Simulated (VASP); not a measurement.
# InGe (F-43m) in VASP: notebook

InGe is run at these levels: PBEsol; tasks: single point, relaxation of cell and atoms.

Everything below comes from runs of VASP 6.6.1. Logs are shortened: lines on timing, memory, paths and dates and some standing lists are left out, and cuts for length are marked.

**1. The cell of the first run**

It takes space group F-43m (No. 216, cubic). Conventional cell: a = 6.123 Å, b = 6.123 Å, c = 6.123 Å, α = 90.00°, β = 90.00°, γ = 90.00°. In (site symmetry -43m) has 4 Ge at 2.65 Å within 3.5 Å. Within 3.5 Å of Ge (site symmetry -43m) lie 4 In at 2.65 Å.

**2. Single point, PBEsol**

Contents of INCAR:

```
SYSTEM = InGe
PREC = Accurate ; ENCUT = 500
EDIFF = 1E-6 ; ISMEAR = 1
SIGMA = 0.05 ; LREAL = .False.
LASPH = .True. ; NELM = 120
ALGO = Normal ; ISIF = 2
LWAVE = .False. ; LCHARG = .False.
GGA = PS ; NBANDS = 20
GGA_COMPAT = .False.
```

Contents of KPOINTS:

```
Automatic mesh
0
Gamma
  7 7 7
  0 0 0
```

Contents of POSCAR:

```
InGe
1.0
    0.0000000000      3.0614510631      3.0614510631
    3.0614510631      0.0000000000      3.0614510631
    3.0614510631      3.0614510631      0.0000000000
In Ge
1 1
Direct
    0.0000000000      0.0000000000      0.0000000000
    0.2500000000      0.2500000000      0.2500000000
```

Potentials or basis: VASP PAW PBE potentials, release 64 (In_d, Ge_d).

Run with:

```bash
$ cat potpaw_PBE.64/In_d/POTCAR potpaw_PBE.64/Ge_d/POTCAR > POTCAR
$ mpirun -np 1 vasp_std > vasp.out
```

OUTCAR:

```text
SYSTEM = InGe
   PREC = Accurate
   ENCUT = 500
   EDIFF = 1E-6
   ISMEAR = 1
   LREAL = .False.
   LASPH = .True.
   NELM = 120
   ISIF = 2
   GGA = PS

 ion  position               nearest neighbor table
   1  0.000  0.000  0.000-   2 2.65   2 2.65   2 2.65   2 2.65
   2  0.250  0.250  0.250-   1 2.65   1 2.65   1 2.65   1 2.65

  LATTYP: Found a face centered cubic cell.
 ALAT       =     6.1229021262

  Lattice vectors:

 A1 = (   0.0000000000,   3.0614510631,   3.0614510631)
 A2 = (   3.0614510631,   0.0000000000,   3.0614510631)
 A3 = (   3.0614510631,   3.0614510631,   0.0000000000)

Analysis of symmetry for initial positions (statically):
=====================================================================
 Subroutine PRICEL returns:
 Original cell was already a primitive cell.

 Routine SETGRP: Setting up the symmetry group for a
 face centered cubic supercell.

 Subroutine GETGRP returns: Found 24 space group operations
 (whereof 24 operations were pure point group operations)
 out of a pool of 48 trial point group operations.

The static configuration has the point symmetry T_d .

Analysis of symmetry for dynamics (positions and initial velocities):
=====================================================================
 Subroutine PRICEL returns:
 Original cell was already a primitive cell.

 Routine SETGRP: Setting up the symmetry group for a
 face centered cubic supercell.

 Subroutine GETGRP returns: Found 24 space group operations
 (whereof 24 operations were pure point group operations)
 out of a pool of 48 trial point group operations.

The dynamic configuration has the point symmetry T_d .

 Subroutine INISYM returns: Found 24 space group operations
 (whereof 24 operations are pure point group operations),
 and found     1 'primitive' translations

----------------------------------------------------------------------------------------

                                     Primitive cell

  volume of cell :      57.3868

  direct lattice vectors                    reciprocal lattice vectors
     0.000000000  3.061451063  3.061451063    -0.163321245  0.163321245  0.163321245
     3.061451063  0.000000000  3.061451063     0.163321245 -0.163321245  0.163321245
     3.061451063  3.061451063  0.000000000     0.163321245  0.163321245 -0.163321245

  length of vectors
[... 72 lines left out ...]
   LNONCOLLINEAR =      F non collinear calculations
   LSORBIT =      F    spin-orbit coupling
   LASPH  =      T    aspherical Exc in radial PAW
   ENCUT  =  500.0 eV  36.75 Ry    6.06 a.u.   7.89  7.89  7.89*2*pi/ulx,y,z
   NELM   =    120;   NELMIN=  2; NELMDL= -5     # of ELM steps
   EDIFF  = 0.1E-05   stopping-criterion for ELM
   LREAL  =      F    real-space projection
   EDIFFG = 0.1E-04   stopping-criterion for IOM
   NSW    =      0    number of steps for IOM
   IBRION =     -1    ionic relax: 0-MD 1-quasi-New 2-CG
   NFREE  =      0    steps in history (QN), initial steepest desc. (CG)
   ISIF   =      2    stress and relaxation
   ISYM   =      2    0-nonsym 1-usesym 2-fastsym
   POTIM  = 0.5000    time-step for ionic-motion
   TEBEG  =    0.0;   TEEND  =   0.0 temperature during run
   PSTRESS=    0.0 pullay stress
   NELECT =      27.0000    total number of electrons
   NUPDOWN=      -1.0000    fix difference up-down
   EMIN   =  10.00;   EMAX   =-10.00  energy-range for DOS
   EFERMI =   0.00;   METHOD = LEGACY
   ISMEAR =     1;   SIGMA  =   0.05  broadening in eV -4-tet -1-fermi 0-gaus
   EFERMI_NEDOS =   21; number of points for ismear=-14 and -15
   IALGO  =     38    algorithm
   IMIX   =      4    mixing-type and parameters
     AMIX     =   0.40;   BMIX     =  1.00
     AMIX_MAG =   1.60;   BMIX_MAG =  1.00
  volume/ion in A,a.u.               =      28.69       193.63
  Fermi-wavevector in a.u.,A,eV,Ry     =   1.273284  2.406159 22.058490  1.621253
  Thomas-Fermi vector in A             =   2.406116
   LORBIT       =      0    0 simple, 1 ext, 2 COOP (PROOUT), +10 PAW based schemes
   GGA     = PS    functional components
   LHFCALC =     F    Hartree Fock is set to
   AEXX    =    0.0000 exact exchange contribution
   IVDW    =     0    specifies the selected vdW correction
   LEPSILON=     F    determine dielectric tensor
   LRPA    =     F    only Hartree local field effects (RPA)
 non-spin polarized calculation
 Methfessel and Paxton  Order N= 1 SIGMA  =   0.05
  energy-cutoff  :      500.00
  volume of cell :       57.39
 maximum number of plane-waves:      1468
   NGX = 15   NGY = 15   NGZ = 15

 number of electron      26.9999993 magnetization

 Free energy of the ion-electron system (eV)
  ---------------------------------------------------
  ext. energy  EPLUGINS =         0.00000000
  ---------------------------------------------------
  free energy    TOTEN  =        -7.30087092 eV

  energy without entropy =       -7.30108513  energy(sigma->0) =       -7.30094232

 E-fermi :   3.8415     XC(G=0):  -9.3893

 val. band max:        3.8154030373   @ k =  -0.2857   0.2857   0.0000
 cond. band min:       3.8776351390   @ k =   0.2857   0.1429   0.0000
 fundamental gap:      0.0622321017
 Fermi energy:         3.8415447240

 k-point     1 :       0.0000    0.0000    0.0000
  band No.  band energies     occupation
      1     -20.0543      2.00000
      2     -20.0543      2.00000
      3     -20.0543      2.00000
      4     -20.0379      2.00000
      5     -20.0379      2.00000
      6     -10.1276      2.00000
[... 449 lines left out ...]
     19      13.7339      0.00000
     20      14.9667      0.00000

------------------------ aborting loop because EDIFF is reached ----------------------------------------

  FORCE on cell =-STRESS in cart. coord.  units (eV):
  Direction    XX          YY          ZZ          XY          YZ          ZX
  --------------------------------------------------------------------------------------
  -------------------------------------------------------------------------------------
  Total       -0.0017263     -0.0017263     -0.0017263      0.0000000      0.0000000      0.0000000
  in kB       -0.0481954     -0.0481954     -0.0481954      0.0000000      0.0000000      0.0000000
  external PRESSURE =      -0.0481954 kB  Pullay stress =       0.0000000 kB

 VOLUME and BASIS-vectors are now :
 -----------------------------------------------------------------------------
  energy-cutoff  :      500.00
  volume of cell :       57.39
      direct lattice vectors                 reciprocal lattice vectors
     0.000000000  3.061451063  3.061451063    -0.163321245  0.163321245  0.163321245
     3.061451063  0.000000000  3.061451063     0.163321245 -0.163321245  0.163321245
     3.061451063  3.061451063  0.000000000     0.163321245  0.163321245 -0.163321245

 POSITION                                       TOTAL-FORCE (eV/Angst)
 -----------------------------------------------------------------------------------
      0.00000      0.00000      0.00000         0.000000      0.000000      0.000000
      1.53073      1.53073      1.53073        -0.000000     -0.000000     -0.000000
 -----------------------------------------------------------------------------------
    total drift:                                0.000000      0.000000      0.000000

  FREE ENERGIE OF THE ION-ELECTRON SYSTEM (eV)
  ---------------------------------------------------
  free  energy   TOTEN  =        -7.3008709155 eV

  energy  without entropy=       -7.3010851311  energy(sigma->0) =       -7.30094232
```

OSZICAR:

```text
N       E                     dE             d eps       ncg     rms          rms(c)
DAV:   1     0.209655463853E+03    0.20966E+03   -0.13306E+04   856   0.263E+03
DAV:   2     0.214561573823E+02   -0.18820E+03   -0.18432E+03   804   0.555E+02
DAV:   3    -0.623202948631E+01   -0.27688E+02   -0.27502E+02   912   0.156E+02
DAV:   4    -0.738798892868E+01   -0.11560E+01   -0.11546E+01   920   0.347E+01
DAV:   5    -0.742866641460E+01   -0.40677E-01   -0.40674E-01  1116   0.623E+00    0.380E+00
DAV:   6    -0.732268485021E+01    0.10598E+00   -0.18438E-01  1076   0.612E+00    0.192E+00
DAV:   7    -0.730178952024E+01    0.20895E-01   -0.67865E-02  1084   0.304E+00    0.414E-01
DAV:   8    -0.730074837599E+01    0.10411E-02   -0.78767E-03   968   0.114E+00    0.124E-01
DAV:   9    -0.730085722389E+01   -0.10885E-03   -0.50893E-04  1176   0.263E-01    0.497E-02
DAV:  10    -0.730086755982E+01   -0.10336E-04   -0.28660E-05   924   0.547E-02    0.164E-02
DAV:  11    -0.730087108769E+01   -0.35279E-05   -0.66876E-06   740   0.230E-02    0.668E-03
DAV:  12    -0.730087091547E+01    0.17221E-06   -0.11012E-06   588   0.117E-02
   1 F= -.73008709E+01 E0= -.73009423E+01  d E =0.214216E-03
```

stdout:

```text
POSCAR found type information on POSCAR InGe
 POSCAR found :  2 types and       2 ions
 scaLAPACK will be used
 -----------------------------------------------------------------------------
|                                                                             |
|                                                                             |
|     You enforced a specific xc type in the INCAR file but a different       |
|     I HOPE YOU KNOW WHAT YOU ARE DOING!                                     |
|                                                                             |
 -----------------------------------------------------------------------------

 LDA part: xc-table for (Slater+PW92), standard interpolation
 POSCAR, INCAR and KPOINTS ok, starting setup
 FFT: planning ... GRIDC
 FFT: planning ... GRID_SOFT
 FFT: planning ... GRID
 WAVECAR not read
 entering main loop
```

Wall time 28 s (1 thread of Intel Xeon 8259CL, shared host); peak memory 0.18 GiB.

What came out:

| Item | Value |
| --- | --- |
| Free energy | -7.3009 eV |
| Pressure | 0.0 GPa |
| Band gap on the k mesh | zero (an odd number of electrons rules out a gap without spin polarisation) |

Caveat: the PAW data sets were made with another functional, which shifts forces and pressure a little; spin-orbit coupling is left out, which moves the levels of the heavy elements; an odd number of electrons without spin polarisation forces a metal; a magnetic or distorted state may lie lower.

**3. Relaxation of cell and atoms, PBEsol**

This run uses another cell than the first one, of 30.81 Å³/atom.

Contents of INCAR:

```
SYSTEM = InGe
  PREC = Accurate
  ENCUT = 500
  EDIFF = 1E-7
  ISMEAR = 1
  SIGMA = 0.05
  LREAL = .FALSE.
  LASPH = .TRUE.
  NELM = 120
  ALGO = Normal
  ISIF = 3
  LWAVE = .FALSE.
  LCHARG = .FALSE.
  GGA = PS
  IBRION = 2
  NSW = 80
  EDIFFG = -0.01
  GGA_COMPAT = .FALSE.
  NELMIN = 4
```

Contents of KPOINTS:

```
regular mesh
0
G
  7 7 7
  0 0 0
```

Contents of POSCAR:

```
InGe
1.0
    0.0000000000      3.1350000000      3.1350000000
    3.1350000000      0.0000000000      3.1350000000
    3.1350000000      3.1350000000      0.0000000000
In Ge
1 1
Direct
    0.0000000000      0.0000000000      0.0000000000
    0.2500000000      0.2500000000      0.2500000000
```

Potentials or basis: VASP PAW PBE potentials, release 64 (In_d, Ge_d).

Run with:

```bash
$ cat potpaw_PBE.64/In_d/POTCAR potpaw_PBE.64/Ge_d/POTCAR > POTCAR
$ mpirun -np 1 vasp_std > vasp.out
```

Run time: 70 s. Hardware: 1 thread of Intel Xeon 8259CL, shared host; peak memory 0.19 GiB.

Results (log left out):

- Free energy: -7.3024 eV
- Relaxed volume: 28.67 Å³/atom
- Relaxed cell: a = 4.328 Å, b = 4.328 Å, c = 4.328 Å, α = 60.00°, β = 60.00°, γ = 60.00°
- Space group after relaxing (to 0.1 Å): F-43m (No. 216)
- Energy gained by relaxing: 19.6 meV/atom
- Ionic steps: 3
- Pressure after relaxing: 0.0 GPa
- Band gap on the k mesh: zero (an odd number of electrons rules out a gap without spin polarisation)

The path:
```tsv
step	energy change (eV)	largest force (eV/Å)	pressure (GPa)	volume (Å³)
1	0.0000	0.0000	-2.72	61.62
2	-0.0391	0.0000	0.21	57.08
3	-0.0392	0.0000	0.01	57.34
```

Final structure:
```yaml
crystal:
  lattice:
    - [0.00000, 3.06055, 3.06055]
    - [3.06055, 0.00000, 3.06055]
    - [3.06055, 3.06055, 0.00000]
  atoms:
    - { symbol: In, position: [0.00000, 0.00000, 0.00000] }
    - { symbol: Ge, position: [0.25000, 0.25000, 0.25000] }
```

Levels at points of the mesh, in eV from the Fermi level:
```
           k point  band 10  band 11  band 12  band 13  band 14  band 15  band 16  band 17
(0.00, 0.00, 0.00)   -13.86    -9.96     1.42     1.59     1.59     1.59     4.35     4.35
```

Caveat: the PAW data sets were made with another functional, which shifts forces and pressure a little; spin-orbit coupling is left out, which moves the levels of the heavy elements; an odd number of electrons without spin polarisation forces a metal; a magnetic or distorted state may lie lower.

The gap in the log of VASP goes by the Fermi energy; the results here count the filled bands.